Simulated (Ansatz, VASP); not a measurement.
One calculation of SrO, two programs

INCAR

```
SYSTEM = SrO
  ALGO = Normal
  EDIFF = 1E-6
  ENCUT = 600
  GGA = PE
  GGA_COMPAT = .False.
  ISIF = 2
  ISMEAR = 0
  IVDW = 12
  LASPH = .True.
  LCHARG = .False.
  LREAL = .False.
  LWAVE = .False.
  NBANDS = 15
  NELM = 120
  PREC = Accurate
  SIGMA = 0.1
```

The input KPOINTS:

```
k-points
0
Gamma
  6 6 6
  0 0 0
```

Contents of POSCAR:

```
SrO
1.0
    0.0000000000      2.5806600000      2.5806600000
    2.5806600000      0.0000000000      2.5806600000
    2.5806600000      2.5806600000      0.0000000000
Sr O
1 1
Direct
    0.0000000000      0.0000000000      0.0000000000
    0.5000000000      0.5000000000      0.5000000000
```

Input for Ansatz:

```yaml
crystal:
  lattice:
    - [0.0, 2.58066, 2.58066]
    - [2.58066, 0.0, 2.58066]
    - [2.58066, 2.58066, 0.0]
  atoms:
    - { symbol: Sr, position: [0.0, 0.0, 0.0] }
    - { symbol: O, position: [0.5, 0.5, 0.5] }
basis:
  ecutwfc: 420
kpoints:
  mp_grid: { grid: [6, 6, 6] }
hamiltonian:
  xc: pbe
  dispersion: d3bj
  pseudopotentials: { kind: paw, azcp: { folder: soft_1 } }
scf:
  occupations: { method: gaussian, width: 0.1 }
output:
  forces: true
  stress: true
  eigenvalues: true
```

Alike in both runs: task single point; functional PBE; dispersion D3(BJ); k mesh 6 × 6 × 6; occupations gaussian, width 0.1 eV; no spin polarisation.

|  | VASP | Ansatz |
| --- | --- | --- |
| version | VASP 6.6.1 | Ansatz 0.2.0 |
| potentials or method | VASP PAW PBE potentials, release 64 (Sr_sv, O), cutoff 600 eV | scalar-relativistic, plane waves, PAW |
| valence electrons in the cell | 16 | 16 |

```csv
,VASP,Ansatz,Ansatz less VASP
gap on the k mesh at the Fermi level (eV),3.27,3.32,+0.047
least direct gap on the mesh (eV),3.37,3.40,+0.037
pressure (GPa),-0.2,-0.6,-0.45
```
